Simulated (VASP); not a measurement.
# ZnS (F-43m) in VASP: a series of runs

Runs on ZnS. Level: PBEsol. Tasks: electric field gradients.

Everything below comes from runs of VASP 6.6.1. Logs are shortened: lines on timing, memory, paths and dates and some standing lists are left out, and cuts for length are marked.

### 1 The cell of the first run

Symmetry: F-43m, No. 216, cubic system. Conventional cell: a = 5.427 Å, b = 5.427 Å, c = 5.427 Å, α = 90.00°, β = 90.00°, γ = 90.00°. Zn (site symmetry -43m) has 4 S at 2.35 Å within 3.1 Å. Within 3.1 Å of S (site symmetry -43m) lie 4 Zn at 2.35 Å.

### 2 Electric field gradients, PBEsol (volume scaled by 1.01)

The input, INCAR:

```
ALGO = Normal
EDIFF = 1E-8
ENCUT = 520
GGA = PS
ISIF = 2
ISMEAR = -1
LASPH = True
LCHARG = False
LEFG = True
LREAL = False
LWAVE = False
NBANDS = 16
NELM = 60
PREC = Accurate
SIGMA = 0.01
```

The input, KPOINTS:

```
k-points
0
Gamma
  8 8 8
```

The input, POSCAR:

```
ZnS
1.0
    0.0000000000      2.7136356142      2.7136356142
    2.7136356142      0.0000000000      2.7136356142
    2.7136356142      2.7136356142      0.0000000000
Zn S
1 1
Direct
    0.0000000000      0.0000000000      0.0000000000
    0.7500000000      0.7500000000      0.7500000000
```

Potentials or basis: VASP PAW PBE potentials, release 64 (Zn, S).

Started as:

```
$ cat potpaw_PBE.64/Zn/POTCAR potpaw_PBE.64/S/POTCAR > POTCAR
$ mpirun -np 1 vasp_std > vasp.out
```

OUTCAR:

```text
EDIFF = 1E-8
   ENCUT = 520
   GGA = PS
   ISIF = 2
   ISMEAR = -1
   LASPH = True
   LREAL = False
   NELM = 60
   PREC = Accurate

 ion  position               nearest neighbor table
   1  0.000  0.000  0.000-   2 2.35   2 2.35   2 2.35   2 2.35
   2  0.750  0.750  0.750-   1 2.35   1 2.35   1 2.35   1 2.35

  LATTYP: Found a face centered cubic cell.
 ALAT       =     5.4272712284

  Lattice vectors:

 A1 = (   0.0000000000,   2.7136356142,   2.7136356142)
 A2 = (   2.7136356142,   0.0000000000,   2.7136356142)
 A3 = (   2.7136356142,   2.7136356142,   0.0000000000)

Analysis of symmetry for initial positions (statically):
=====================================================================
 Subroutine PRICEL returns:
 Original cell was already a primitive cell.

 Routine SETGRP: Setting up the symmetry group for a
 face centered cubic supercell.

 Subroutine GETGRP returns: Found 24 space group operations
 (whereof 24 operations were pure point group operations)
 out of a pool of 48 trial point group operations.

The static configuration has the point symmetry T_d .

Analysis of symmetry for dynamics (positions and initial velocities):
=====================================================================
 Subroutine PRICEL returns:
 Original cell was already a primitive cell.

 Routine SETGRP: Setting up the symmetry group for a
 face centered cubic supercell.

 Subroutine GETGRP returns: Found 24 space group operations
 (whereof 24 operations were pure point group operations)
 out of a pool of 48 trial point group operations.

The dynamic configuration has the point symmetry T_d .

 Subroutine INISYM returns: Found 24 space group operations
 (whereof 24 operations are pure point group operations),
 and found     1 'primitive' translations

----------------------------------------------------------------------------------------

                                     Primitive cell

  volume of cell :      39.9654

  direct lattice vectors                    reciprocal lattice vectors
     0.000000000  2.713635614  2.713635614    -0.184254657  0.184254657  0.184254657
     2.713635614  0.000000000  2.713635614     0.184254657 -0.184254657  0.184254657
     2.713635614  2.713635614  0.000000000     0.184254657  0.184254657 -0.184254657

  length of vectors
     3.837660289  3.837660289  3.837660289     0.319138428  0.319138428  0.319138428

  position of ions in fractional coordinates (direct lattice)
     0.000000000  0.000000000  0.000000000
     0.750000000  0.750000000  0.750000000

  ion indices of the primitive-cell ions
   primitive index   ion index
                 1           1
                 2           2

----------------------------------------------------------------------------------------

 KPOINTS: k-points

Automatic generation of k-mesh.
 Grid dimensions read from file:
 generate k-points for:    8    8    8

 Generating k-lattice:

  Cartesian coordinates                     Fractional coordinates (reciprocal lattice)
    -0.023031832  0.023031832  0.023031832     0.125000000  0.000000000  0.000000000
     0.023031832 -0.023031832  0.023031832     0.000000000  0.125000000  0.000000000
     0.023031832  0.023031832 -0.023031832     0.000000000  0.000000000  0.125000000

  Length of vectors
     0.039892303  0.039892303  0.039892303

  Shift w.r.t. Gamma in fractional coordinates (k-lattice)
     0.000000000  0.000000000  0.000000000

 Subroutine IBZKPT returns following result:
 ===========================================

 Found     29 irreducible k-points:

 Following reciprocal coordinates:
            Coordinates               Weight
  0.000000  0.000000  0.000000      1.000000
  0.125000  0.000000  0.000000      8.000000
  0.250000  0.000000  0.000000      8.000000
  0.375000  0.000000  0.000000      8.000000
  0.500000  0.000000  0.000000      4.000000
  0.125000  0.125000  0.000000      6.000000
[... 16 lines left out ...]
  0.500000  0.250000  0.125000     48.000000
 -0.375000  0.250000  0.125000     24.000000
 [... further k-points ...]
   k-points           NKPTS =     29   k-points in BZ     NKDIM =     29   number of bands    NBANDS=     16
   number of dos      NEDOS =    301   number of ions     NIONS =      2
   total plane-waves  NPLWV =  27000
   dimension x,y,z NGX =    30 NGY =   30 NGZ =   30
   dimension x,y,z NGXF=    60 NGYF=   60 NGZF=   60
   ions per type =               1   1
   NGX,Y,Z   is equivalent  to a cutoff of  13.00, 13.00, 13.00 a.u.
   NGXF,Y,Z  is equivalent  to a cutoff of  25.99, 25.99, 25.99 a.u.
 SYSTEM =  unknown system
   PREC   = accura    normal or accurate (medium, high low for compatibility)
   ISTART =      0    job   : 0-new  1-cont  2-samecut
   ICHARG =      2    charge: 1-file 2-atom 10-const
   ISPIN  =      1    spin polarized calculation?
   LNONCOLLINEAR =      F non collinear calculations
   LSORBIT =      F    spin-orbit coupling
   LASPH  =      T    aspherical Exc in radial PAW
   ENCUT  =  520.0 eV  38.22 Ry    6.18 a.u.   7.14  7.14  7.14*2*pi/ulx,y,z
   NELM   =     60;   NELMIN=  2; NELMDL= -5     # of ELM steps
   EDIFF  = 0.1E-07   stopping-criterion for ELM
   LREAL  =      F    real-space projection
   EDIFFG = 0.1E-06   stopping-criterion for IOM
   NSW    =      0    number of steps for IOM
   IBRION =     -1    ionic relax: 0-MD 1-quasi-New 2-CG
   NFREE  =      0    steps in history (QN), initial steepest desc. (CG)
   ISIF   =      2    stress and relaxation
   ISYM   =      2    0-nonsym 1-usesym 2-fastsym
   POTIM  = 0.5000    time-step for ionic-motion
   TEBEG  =    0.0;   TEEND  =   0.0 temperature during run
   PSTRESS=    0.0 pullay stress
   NELECT =      18.0000    total number of electrons
   NUPDOWN=      -1.0000    fix difference up-down
   EMIN   =  10.00;   EMAX   =-10.00  energy-range for DOS
   EFERMI =   0.00;   METHOD = LEGACY
   ISMEAR =    -1;   SIGMA  =   0.01  broadening in eV -4-tet -1-fermi 0-gaus
   EFERMI_NEDOS =   21; number of points for ismear=-14 and -15
   IALGO  =     38    algorithm
   IMIX   =      4    mixing-type and parameters
     AMIX     =   0.40;   BMIX     =  1.00
     AMIX_MAG =   1.60;   BMIX_MAG =  1.00
  volume/ion in A,a.u.               =      19.98       134.85
  Fermi-wavevector in a.u.,A,eV,Ry     =   1.254886  2.371390 21.425610  1.574738
  Thomas-Fermi vector in A             =   2.388669
   LORBIT       =      0    0 simple, 1 ext, 2 COOP (PROOUT), +10 PAW based schemes
   GGA     = PS    functional components
   LHFCALC =     F    Hartree Fock is set to
   AEXX    =    0.0000 exact exchange contribution
   IVDW    =     0    specifies the selected vdW correction
   LEPSILON=     F    determine dielectric tensor
   LRPA    =     F    only Hartree local field effects (RPA)
 non-spin polarized calculation
  energy-cutoff  :      520.00
  volume of cell :       39.97
 maximum number of plane-waves:      1090
 NGX is ok and might be reduce to    30
   NGX = 15   NGY = 15   NGZ = 15

 number of electron      18.0000012 magnetization

 Free energy of the ion-electron system (eV)
  ---------------------------------------------------
  ext. energy  EPLUGINS =         0.00000000
  ---------------------------------------------------
  free energy    TOTEN  =        -7.57652689 eV

  energy without entropy =       -7.57652689  energy(sigma->0) =       -7.57652689

 E-fermi :   2.0857     XC(G=0):  -9.7893

 val. band max:        1.8938791001   @ k =   0.0000   0.0000   0.0000
 cond. band min:       3.8164992927   @ k =   0.0000   0.0000   0.0000
 fundamental gap:      1.9226201926
 Fermi energy:         2.0856699894

 k-point     1 :       0.0000    0.0000    0.0000
  band No.  band energies     occupation
      1     -11.1714      2.00000
      2      -4.4256      2.00000
      3      -4.4256      2.00000
      4      -4.4256      2.00000
      5      -3.9414      2.00000
      6      -3.9414      2.00000
[... 8 lines left out ...]
     15      13.6129      0.00000
     16      13.6129      0.00000

 k-point     2 :       0.1250    0.0000    0.0000
  band No.  band energies     occupation
      1     -11.0554      2.00000
      2      -4.4251      2.00000
      3      -4.4051      2.00000
      4      -4.4051      2.00000
      5      -3.9431      2.00000
      6      -3.9431      2.00000
[... 8 lines left out ...]
     15      12.9905      0.00000
     16      14.2656      0.00000
[... 387 lines left out ...]
      5      -3.9244      2.00000
      6      -3.8696      2.00000
[... 8 lines left out ...]
     15      15.4879      0.00000
     16      16.1211      0.00000

 k-point    24 :      -0.3750    0.2500    0.1250
  band No.  band energies     occupation
      1     -10.0984      2.00000
      2      -4.3021      2.00000
      3      -4.2460      2.00000
      4      -3.9947      2.00000
      5      -3.9293      2.00000
      6      -3.6767      2.00000
[... 8 lines left out ...]
     15      15.1982      0.00000
     16      16.0481      0.00000

 [... further k-points ...]
[... 5 lines left out ...]
  --------------------------------------------------------------------------------------
  -------------------------------------------------------------------------------------
  Total       -0.6683688     -0.6683688     -0.6683688      0.0000000     -0.0000000      0.0000000
  in kB      -26.7942834    -26.7942834    -26.7942834      0.0000000     -0.0000000      0.0000000
  external PRESSURE =     -26.7942834 kB  Pullay stress =       0.0000000 kB

 VOLUME and BASIS-vectors are now :
 -----------------------------------------------------------------------------
  energy-cutoff  :      520.00
  volume of cell :       39.97
      direct lattice vectors                 reciprocal lattice vectors
     0.000000000  2.713635614  2.713635614    -0.184254657  0.184254657  0.184254657
     2.713635614  0.000000000  2.713635614     0.184254657 -0.184254657  0.184254657
     2.713635614  2.713635614  0.000000000     0.184254657  0.184254657 -0.184254657

 POSITION                                       TOTAL-FORCE (eV/Angst)
 -----------------------------------------------------------------------------------
      0.00000      0.00000      0.00000        -0.000000     -0.000000     -0.000000
      4.07045      4.07045      4.07045         0.000000      0.000000      0.000000
 -----------------------------------------------------------------------------------
    total drift:                               -0.000000     -0.000000     -0.000000

  FREE ENERGIE OF THE ION-ELECTRON SYSTEM (eV)
  ---------------------------------------------------
  free  energy   TOTEN  =        -7.5765268876 eV

  energy  without entropy=       -7.5765268876  energy(sigma->0) =       -7.57652689

 Electric field gradients (V/A^2)
---------------------------------------------------------------------
 ion       V_xx      V_yy      V_zz      V_xy      V_xz      V_yz
---------------------------------------------------------------------
   1       0.000    -0.000    -0.000     0.004     0.004     0.004
   2      -0.000     0.000     0.000    -0.000    -0.000    -0.000
---------------------------------------------------------------------

 Electric field gradients after diagonalization (V/A^2)
 (convention: |V_zz| > |V_xx| > |V_yy|)
----------------------------------------------------------------------
 ion       V_xx      V_yy      V_zz     asymmetry (V_yy - V_xx)/ V_zz
----------------------------------------------------------------------
   1      -0.004    -0.004     0.007       0.000
   2       0.000     0.000    -0.000       0.000
----------------------------------------------------------------------

           NMR quadrupolar parameters

 Cq : quadrupolar parameter    Cq=e*Q*V_zz/h
 eta: asymmetry parameters     (V_yy - V_xx)/ V_zz
 Q  : nuclear electric quadrupole moment in mb (millibarn)
----------------------------------------------------------------------
 ion       Cq(MHz)       eta       Q (mb)
----------------------------------------------------------------------
   1       0.000       0.000       1.000
   2      -0.000       0.000       1.000
----------------------------------------------------------------------
```

Wall time 10 s (1 thread of AMD EPYC 9R45 (Zen 5), shared host); peak memory 0.14 GiB.

Results:

```
Free energy            : -7.5765 eV
Pressure               : -2.7 GPa
Band gap on the k mesh : 1.92 eV, direct
```

Levels at points of the mesh, in eV from the valence-band top:
| k point | band 6 | band 7 | band 8 | band 9 | band 10 | band 11 | band 12 | band 13 |
| --- | --- | --- | --- | --- | --- | --- | --- | --- |
| (0.00, 0.00, 0.00) | -5.84 | 0.00 | 0.00 | 0.00 | 1.92 | 6.32 | 6.32 | 6.32 |
| (0.50, 0.00, 0.00) | -5.64 | -5.28 | -0.86 | -0.86 | 3.17 | 6.84 | 6.84 | 8.65 |
| (0.50, 0.50, 0.00) | -5.62 | -4.56 | -2.20 | -2.20 | 3.27 | 3.97 | 10.74 | 11.79 |

Caveat: without QUAD_EFG the Cq values of the log hold for a quadrupole moment of 1 mb, not for the nuclei; the PAW data sets were made with another functional, which shifts forces and pressure a little.

### 3 Electric field gradients, PBEsol (volume scaled by 0.99)

The input, INCAR:

```
SYSTEM = ZnS
PREC = Accurate
ENCUT = 520
EDIFF = 1E-8
ISMEAR = -1
SIGMA = 0.01
LREAL = .False.
LASPH = .True.
NELM = 60
ALGO = Normal
ISIF = 2
LWAVE = .False.
LCHARG = .False.
GGA = PS
LEFG = .True.
NBANDS = 16
```

The input, KPOINTS:

```
regular mesh
0
Gamma
  8 8 8
  0 0 0
```

The input, POSCAR:

```
ZnS
1.0
    0.0000000000      2.6956042803      2.6956042803
    2.6956042803      0.0000000000      2.6956042803
    2.6956042803      2.6956042803      0.0000000000
Zn S
1 1
Direct
    0.0000000000      0.0000000000      0.0000000000
    0.7500000000      0.7500000000      0.7500000000
```

Potentials or basis: VASP PAW PBE potentials, release 64 (Zn, S).

Started as:

```
$ cat potpaw_PBE.64/Zn/POTCAR potpaw_PBE.64/S/POTCAR > POTCAR
$ mpirun -np 1 vasp_std > vasp.out
```

OUTCAR:

```text
SYSTEM = ZnS
   PREC = Accurate
   ENCUT = 520
   EDIFF = 1E-8
   ISMEAR = -1
   LREAL = .False.
   LASPH = .True.
   NELM = 60
   ISIF = 2
   GGA = PS

 ion  position               nearest neighbor table
   1  0.000  0.000  0.000-   2 2.33   2 2.33   2 2.33   2 2.33
   2  0.750  0.750  0.750-   1 2.33   1 2.33   1 2.33   1 2.33

  LATTYP: Found a face centered cubic cell.
 ALAT       =     5.3912085606

  Lattice vectors:

 A1 = (   0.0000000000,   2.6956042803,   2.6956042803)
 A2 = (   2.6956042803,   0.0000000000,   2.6956042803)
 A3 = (   2.6956042803,   2.6956042803,   0.0000000000)

Analysis of symmetry for initial positions (statically):
=====================================================================
 Subroutine PRICEL returns:
 Original cell was already a primitive cell.

 Routine SETGRP: Setting up the symmetry group for a
 face centered cubic supercell.

 Subroutine GETGRP returns: Found 24 space group operations
[... 642 lines left out ...]
  volume of cell :       39.17
      direct lattice vectors                 reciprocal lattice vectors
     0.000000000  2.695604280  2.695604280    -0.185487167  0.185487167  0.185487167
     2.695604280  0.000000000  2.695604280     0.185487167 -0.185487167  0.185487167
     2.695604280  2.695604280  0.000000000     0.185487167  0.185487167 -0.185487167

 POSITION                                       TOTAL-FORCE (eV/Angst)
 -----------------------------------------------------------------------------------
      0.00000      0.00000      0.00000         0.000000      0.000000      0.000000
      4.04341      4.04341      4.04341        -0.000000     -0.000000     -0.000000
 -----------------------------------------------------------------------------------
    total drift:                               -0.000001     -0.000001     -0.000001

  FREE ENERGIE OF THE ION-ELECTRON SYSTEM (eV)
  ---------------------------------------------------
  free  energy   TOTEN  =        -7.5861673256 eV

  energy  without entropy=       -7.5861673256  energy(sigma->0) =       -7.58616733

 Electric field gradients (V/A^2)
---------------------------------------------------------------------
 ion       V_xx      V_yy      V_zz      V_xy      V_xz      V_yz
---------------------------------------------------------------------
   1       0.000     0.000    -0.000    -0.003    -0.003    -0.003
   2       0.000    -0.000     0.000    -0.000    -0.000    -0.000
---------------------------------------------------------------------

 Electric field gradients after diagonalization (V/A^2)
 (convention: |V_zz| > |V_xx| > |V_yy|)
----------------------------------------------------------------------
 ion       V_xx      V_yy      V_zz     asymmetry (V_yy - V_xx)/ V_zz
----------------------------------------------------------------------
   1       0.003     0.003    -0.005       0.000
   2       0.000     0.000    -0.000       0.000
----------------------------------------------------------------------

           NMR quadrupolar parameters

 Cq : quadrupolar parameter    Cq=e*Q*V_zz/h
 eta: asymmetry parameters     (V_yy - V_xx)/ V_zz
 Q  : nuclear electric quadrupole moment in mb (millibarn)
----------------------------------------------------------------------
 ion       Cq(MHz)       eta       Q (mb)
----------------------------------------------------------------------
   1      -0.000       0.000       1.000
   2      -0.000       0.000       1.000
----------------------------------------------------------------------
```

OSZICAR:

```text
N       E                     dE             d eps       ncg     rms          rms(c)
DAV:   1     0.874073000240E+02    0.87407E+02   -0.90019E+03   936   0.135E+03
DAV:   2    -0.241242617259E+01   -0.89820E+02   -0.84556E+02  1072   0.258E+02
DAV:   3    -0.793251139382E+01   -0.55201E+01   -0.54969E+01  1144   0.626E+01
DAV:   4    -0.799097590204E+01   -0.58465E-01   -0.58450E-01  1144   0.677E+00
DAV:   5    -0.799163889944E+01   -0.66300E-03   -0.66299E-03  1176   0.688E-01    0.675E+00
DAV:   6    -0.760920872724E+01    0.38243E+00   -0.78224E-01  1296   0.324E+01    0.530E+00
DAV:   7    -0.758962257421E+01    0.19586E-01   -0.23648E-01  1136   0.478E+00    0.256E+00
DAV:   8    -0.758627358378E+01    0.33490E-02   -0.50320E-03  1288   0.899E-01    0.603E-01
DAV:   9    -0.758608910620E+01    0.18448E-03   -0.92771E-04  1184   0.266E-01    0.944E-02
DAV:  10    -0.758617674046E+01   -0.87634E-04   -0.16046E-04  1080   0.922E-02    0.265E-02
DAV:  11    -0.758616704071E+01    0.96997E-05   -0.26843E-05  1144   0.412E-02    0.635E-03
DAV:  12    -0.758616734264E+01   -0.30192E-06   -0.29364E-06  1136   0.166E-02    0.412E-03
DAV:  13    -0.758616732455E+01    0.18089E-07   -0.20893E-07  1152   0.342E-03    0.906E-04
DAV:  14    -0.758616732556E+01   -0.10125E-08   -0.24012E-08  1136   0.422E-03
   1 F= -.75861673E+01 E0= -.75861673E+01  d E =-.513682E-14
```

stdout:

```text
POSCAR found type information on POSCAR ZnS
 POSCAR found :  2 types and       2 ions
 scaLAPACK will be used
 -----------------------------------------------------------------------------
|                                                                             |
|                                                                             |
|     You enforced a specific xc type in the INCAR file but a different       |
|     I HOPE YOU KNOW WHAT YOU ARE DOING!                                     |
|                                                                             |
 -----------------------------------------------------------------------------

 LDA part: xc-table for (Slater+PW92), standard interpolation
 POSCAR, INCAR and KPOINTS ok, starting setup
 FFT: planning ... GRIDC
 FFT: planning ... GRID_SOFT
 FFT: planning ... GRID
 WAVECAR not read
 entering main loop
ion   1

ion   2
```

Wall time 8.3 s (1 thread of AMD EPYC 9R45 (Zen 5), shared host); peak memory 0.13 GiB.

Results:

- Free energy: -7.5862 eV
- Pressure: -1.3 GPa
- Band gap on the k mesh: 2.01 eV, direct

Caveat: without QUAD_EFG the Cq values of the log hold for a quadrupole moment of 1 mb, not for the nuclei; the PAW data sets were made with another functional, which shifts forces and pressure a little.

(Part 1 of 2 ends here.)
